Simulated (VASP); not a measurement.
# CdSe (zincblende type) (F-43m) in VASP: notebook, part 2 of 2

VASP 6.6.1.

**3. Single point, PBE (volume scaled by 0.88)**

Contents of INCAR:

```
PREC = Accurate ; ENCUT = 520
EDIFF = 1E-7 ; ISMEAR = -1
SIGMA = 0.1 ; LREAL = F
LASPH = T ; NELM = 80
ALGO = Normal ; ISIF = 2
LWAVE = F ; LCHARG = F
GGA = PE ; NBANDS = 16
```

Contents of KPOINTS:

```
Automatic mesh
0
Gamma
  11 11 11
```

Contents of POSCAR:

```
CdSe
1.0
    0.0000000000      2.9688489434      2.9688489434
    2.9688489434      0.0000000000      2.9688489434
    2.9688489434      2.9688489434      0.0000000000
Cd Se
1 1
Direct
    0.0000000000      0.0000000000      0.0000000000
    0.2500000000      0.2500000000      0.2500000000
```

Potentials or basis: VASP PAW PBE potentials, release 64 (Cd, Se).

The run is started by

```
> cat potpaw_PBE.64/Cd/POTCAR potpaw_PBE.64/Se/POTCAR > POTCAR
> mpirun -np 1 vasp_std > vasp.out
```

OUTCAR:

```text
PREC = Accurate
   ENCUT = 520
   EDIFF = 1E-7
   ISMEAR = -1
   LREAL = F
   LASPH = T
   NELM = 80
   ISIF = 2
   GGA = PE

 ion  position               nearest neighbor table
   1  0.000  0.000  0.000-   2 2.57   2 2.57   2 2.57   2 2.57
   2  0.250  0.250  0.250-   1 2.57   1 2.57   1 2.57   1 2.57

  LATTYP: Found a face centered cubic cell.
 ALAT       =     5.9376978868

  Lattice vectors:

 A1 = (   0.0000000000,   2.9688489434,   2.9688489434)
 A2 = (   2.9688489434,   0.0000000000,   2.9688489434)
 A3 = (   2.9688489434,   2.9688489434,   0.0000000000)

Analysis of symmetry for initial positions (statically):
=====================================================================
 Subroutine PRICEL returns:
 Original cell was already a primitive cell.

 Routine SETGRP: Setting up the symmetry group for a
 face centered cubic supercell.

 Subroutine GETGRP returns: Found 24 space group operations
 (whereof 24 operations were pure point group operations)
 out of a pool of 48 trial point group operations.

The static configuration has the point symmetry T_d .

Analysis of symmetry for dynamics (positions and initial velocities):
=====================================================================
 Subroutine PRICEL returns:
 Original cell was already a primitive cell.

 Routine SETGRP: Setting up the symmetry group for a
 face centered cubic supercell.

 Subroutine GETGRP returns: Found 24 space group operations
 (whereof 24 operations were pure point group operations)
 out of a pool of 48 trial point group operations.

The dynamic configuration has the point symmetry T_d .

 Subroutine INISYM returns: Found 24 space group operations
 (whereof 24 operations are pure point group operations),
 and found     1 'primitive' translations

[... 101 lines left out ...]
   ISYM   =      2    0-nonsym 1-usesym 2-fastsym
   POTIM  = 0.5000    time-step for ionic-motion
   TEBEG  =    0.0;   TEEND  =   0.0 temperature during run
   PSTRESS=    0.0 pullay stress
   NELECT =      18.0000    total number of electrons
   NUPDOWN=      -1.0000    fix difference up-down
   EMIN   =  10.00;   EMAX   =-10.00  energy-range for DOS
   EFERMI =   0.00;   METHOD = LEGACY
   ISMEAR =    -1;   SIGMA  =   0.10  broadening in eV -4-tet -1-fermi 0-gaus
   EFERMI_NEDOS =   21; number of points for ismear=-14 and -15
   IALGO  =     38    algorithm
   IMIX   =      4    mixing-type and parameters
     AMIX     =   0.40;   BMIX     =  1.00
     AMIX_MAG =   1.60;   BMIX_MAG =  1.00
  volume/ion in A,a.u.               =      26.17       176.59
  Fermi-wavevector in a.u.,A,eV,Ry     =   1.147011  2.167536 17.900289  1.315634
  Thomas-Fermi vector in A             =   2.283693
   LORBIT       =      0    0 simple, 1 ext, 2 COOP (PROOUT), +10 PAW based schemes
   GGA     = PE    functional components
   LHFCALC =     F    Hartree Fock is set to
   AEXX    =    0.0000 exact exchange contribution
   IVDW    =     0    specifies the selected vdW correction
   LEPSILON=     F    determine dielectric tensor
   LRPA    =     F    only Hartree local field effects (RPA)
 non-spin polarized calculation
  energy-cutoff  :      520.00
  volume of cell :       52.34
 maximum number of plane-waves:      1420
   NGX = 15   NGY = 15   NGZ = 15

 number of electron      17.9999999 magnetization

 Free energy of the ion-electron system (eV)
  ---------------------------------------------------
  ext. energy  EPLUGINS =         0.00000000
  ---------------------------------------------------
  free energy    TOTEN  =        -5.33291539 eV

  energy without entropy =       -5.33275659  energy(sigma->0) =       -5.33283599

 E-fermi :   2.0801     XC(G=0):  -9.2195

 val. band max:        1.5472150800   @ k =   0.0000   0.0000   0.0000
 cond. band min:       2.3061323308   @ k =   0.0000   0.0000   0.0000
 fundamental gap:      0.7589172508
 Fermi energy:         2.0800771865

 k-point     1 :       0.0000    0.0000    0.0000
  band No.  band energies     occupation
      1     -11.4840      2.00000
      2      -6.6639      2.00000
      3      -6.6639      2.00000
      4      -6.6639      2.00000
      5      -6.2049      2.00000
      6      -6.2049      2.00000
[... 433 lines left out ...]
      3      -6.5544      2.00000
      4      -6.3630      2.00000
      5      -6.2242      2.00000
      6      -6.1629      2.00000
[... 8 lines left out ...]
     15      12.7162      0.00000
     16      14.0748      0.00000

 [... further k-points ...]
[... 5 lines left out ...]
  --------------------------------------------------------------------------------------
  -------------------------------------------------------------------------------------
  Total        2.6612682      2.6612682      2.6612682      0.0000000     -0.0000000      0.0000000
  in kB       81.4713538     81.4713538     81.4713538      0.0000000     -0.0000000      0.0000000
  external PRESSURE =      81.4713538 kB  Pullay stress =       0.0000000 kB

 VOLUME and BASIS-vectors are now :
 -----------------------------------------------------------------------------
  energy-cutoff  :      520.00
  volume of cell :       52.34
      direct lattice vectors                 reciprocal lattice vectors
     0.000000000  2.968848943  2.968848943    -0.168415440  0.168415440  0.168415440
     2.968848943  0.000000000  2.968848943     0.168415440 -0.168415440  0.168415440
     2.968848943  2.968848943  0.000000000     0.168415440  0.168415440 -0.168415440

 POSITION                                       TOTAL-FORCE (eV/Angst)
 -----------------------------------------------------------------------------------
      0.00000      0.00000      0.00000        -0.000000     -0.000000     -0.000000
      1.48442      1.48442      1.48442         0.000000      0.000000      0.000000
 -----------------------------------------------------------------------------------
    total drift:                               -0.000000     -0.000000     -0.000000

  FREE ENERGIE OF THE ION-ELECTRON SYSTEM (eV)
  ---------------------------------------------------
  free  energy   TOTEN  =        -5.3329153868 eV

  energy  without entropy=       -5.3327565895  energy(sigma->0) =       -5.33283599
```

OSZICAR:

```text
N       E                     dE             d eps       ncg     rms          rms(c)
DAV:   1     0.110564553386E+03    0.11056E+03   -0.87809E+03  1808   0.101E+03
DAV:   2    -0.168078174061E+01   -0.11225E+03   -0.10612E+03  2144   0.255E+02
DAV:   3    -0.568572955937E+01   -0.40049E+01   -0.39991E+01  2128   0.500E+01
DAV:   4    -0.570124186858E+01   -0.15512E-01   -0.15512E-01  2296   0.317E+00
DAV:   5    -0.570133506502E+01   -0.93196E-04   -0.93196E-04  2160   0.211E-01    0.733E+00
DAV:   6    -0.535589959097E+01    0.34544E+00   -0.51298E-01  2696   0.929E+00    0.562E+00
DAV:   7    -0.533190842878E+01    0.23991E-01   -0.16330E-01  2216   0.273E+00    0.227E+00
DAV:   8    -0.533270859834E+01   -0.80017E-03   -0.16419E-02  2096   0.162E+00    0.272E-01
DAV:   9    -0.533280914906E+01   -0.10055E-03   -0.16046E-03  2192   0.555E-01    0.518E-02
DAV:  10    -0.533287308184E+01   -0.63933E-04   -0.16841E-04  2288   0.169E-01    0.405E-02
DAV:  11    -0.533291493598E+01   -0.41854E-04   -0.68415E-05  2160   0.529E-02    0.132E-02
DAV:  12    -0.533291508429E+01   -0.14831E-06   -0.23019E-06  2136   0.212E-02    0.489E-03
DAV:  13    -0.533291535686E+01   -0.27258E-06   -0.12423E-06  2272   0.970E-03    0.162E-03
DAV:  14    -0.533291538682E+01   -0.29955E-07   -0.34389E-08  1624   0.133E-03
   1 F= -.53329154E+01 E0= -.53328360E+01  d E =-.158797E-03
```

Wall time 21 s (1 thread of Intel Xeon 6975P-C (Granite Rapids), shared host); peak memory 0.2 GiB.

Results:

```yaml
Free_energy: -5.3329 eV
Pressure: 8.1 GPa
Band_gap_on_the_k_mesh: 0.76 eV, direct
```

**4. Single point, PBE (volume scaled by 0.88)**

Contents of INCAR:

```
SYSTEM = CdSe
  PREC = Accurate
  ENCUT = 520
  EDIFF = 1E-7
  ISMEAR = -1
  SIGMA = 0.1
  LREAL = .False.
  LASPH = .True.
  NELM = 60
  ALGO = Normal
  ISIF = 2
  LWAVE = .False.
  LCHARG = .False.
  GGA = PE
  NBANDS = 16
```

Contents of KPOINTS:

```
Automatic mesh
0
Gamma
  11 11 11
  0 0 0
```

POSCAR is that of step 3.

The run is started by

```
> cat potpaw_PBE.64/Cd/POTCAR potpaw_PBE.64/Se/POTCAR > POTCAR
> mpirun -np 1 vasp_std > vasp.out
```

Wall time 19 s (1 thread of Intel Xeon 6975P-C (Granite Rapids), shared host); peak memory 0.2 GiB.

It converged, with:

| Property | Result |
| --- | --- |
| Free energy | -5.3329 eV |
| Pressure | 8.1 GPa |
| Band gap on the k mesh | 0.76 eV, direct |

Levels at points of the mesh, in eV from the valence-band top:
```
           k point  band 6  band 7  band 8  band 9  band 10  band 11  band 12  band 13
(0.00, 0.00, 0.00)   -7.75    0.00    0.00    0.00     0.76     5.92     5.92     5.92
```

**5. Single point, PBE (volume scaled by 0.94)**

Contents of INCAR:

```
SYSTEM = CdSe
PREC     = Accurate       ! precision mode
ENCUT    = 520            ! plane-wave cutoff, eV
EDIFF    = 1E-6           ! SCF threshold, eV
ISMEAR   = -1             ! smearing method
SIGMA    = 0.1            ! smearing width, eV
LREAL    = .FALSE.        ! projectors in reciprocal space
LASPH    = .TRUE.         ! aspherical terms in the spheres
NELM     = 100            ! most SCF steps
ALGO     = Normal         ! electronic algorithm
ISIF     = 2              ! what is computed and relaxed
LWAVE    = .FALSE.        ! write WAVECAR
LCHARG   = .FALSE.        ! write CHGCAR
GGA      = PE             ! functional
NBANDS   = 16             ! bands
```

Contents of KPOINTS:

```
Automatic mesh
0
G
  11 11 11
  0 0 0
```

Contents of POSCAR:

```
CdSe
1.0
    0.0000000000      3.0348448587      3.0348448587
    3.0348448587      0.0000000000      3.0348448587
    3.0348448587      3.0348448587      0.0000000000
Cd Se
1 1
Direct
    0.0000000000      0.0000000000      0.0000000000
    0.2500000000      0.2500000000      0.2500000000
```

The run is started by

```
> cat potpaw_PBE.64/Cd/POTCAR potpaw_PBE.64/Se/POTCAR > POTCAR
> mpirun -np 1 vasp_std > vasp.out
```

Wall time 16 s (1 thread of Intel Xeon 6975P-C (Granite Rapids), shared host); peak memory 0.2 GiB.

The run converged. Its results:

| Quantity | Value |
| --- | --- |
| Free energy | -5.4601 eV |
| Pressure | 3.5 GPa |
| Band gap on the k mesh | 0.62 eV, direct |

Levels at points of the mesh, in eV from the valence-band top:
```tsv
k point	band 7	band 8	band 9	band 10	band 11	band 12
(0.00, 0.00, 0.00)	0.00	0.00	0.00	0.62	5.94	5.94
```

**6. The runs side by side**

| cell | gap on the mesh (eV) | pressure (GPa) |
| --- | --- | --- |
| a = 4.067 Å, angles 60.0°, 2 atoms | 0.95 | 17.5 |
| a = 4.199 Å, angles 60.0°, 2 atoms | 0.76 | 8.1 |
| a = 4.292 Å, angles 60.0°, 2 atoms | 0.62 | 3.5 |

Alike in all rows: task single point; level PBE; potentials or basis VASP PAW PBE potentials, release 64 (Cd, Se); no spin polarisation; k mesh 11 × 11 × 11; cutoff (eV) 520; smearing fermi-dirac 0.1 eV.

Total energies depend on the potentials used, so only differences within one code and one set of settings carry meaning.
